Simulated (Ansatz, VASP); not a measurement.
**Two plane-wave programs on Re**

```
Re
1.0
     0.00000    1.94538    1.97500
     2.00462    0.00000    1.97500
     2.00462    1.94538    0.00000
Re
1
Direct
  0.00000 0.00000 0.00000
```

Change from the starting cell: strain +0.0150 x Voigt [1, -1, 0, 0, 0, 0], atoms carried along.

Alike in both runs: task single point; functional PBEsol; k mesh 20 × 20 × 20; occupations gaussian, width 0.15 eV; no spin polarisation.

|  | VASP | Ansatz |
| --- | --- | --- |
| version | VASP 6.6.1 | Ansatz 0.2.0 |
| potentials or method | VASP PAW PBE potentials, release 64 (Re), cutoff 520 eV | scalar-relativistic, plane waves, PAW |
| valence electrons in the cell | 7 | 15 |

```tsv
	VASP	Ansatz	Ansatz less VASP
gap on the k mesh at the Fermi level (eV)	none	none	-
pressure (GPa)	-18.9	-18.4	+0.50
traceless stress, the component that is largest in VASP (GPa)	-4.09	-4.12	-0.030
```

VASP's potentials were made for PBE, not for PBEsol. A gap of «none» marks a metal or a gap that the smearing closes. The functional is the same, so the differences come from potentials, cutoffs and numerics. VASP's potentials hold 7 valence electrons a cell and Ansatz's 15, so a difference there can come from the potentials and not from the codes.

Spin-orbit coupling is off throughout.
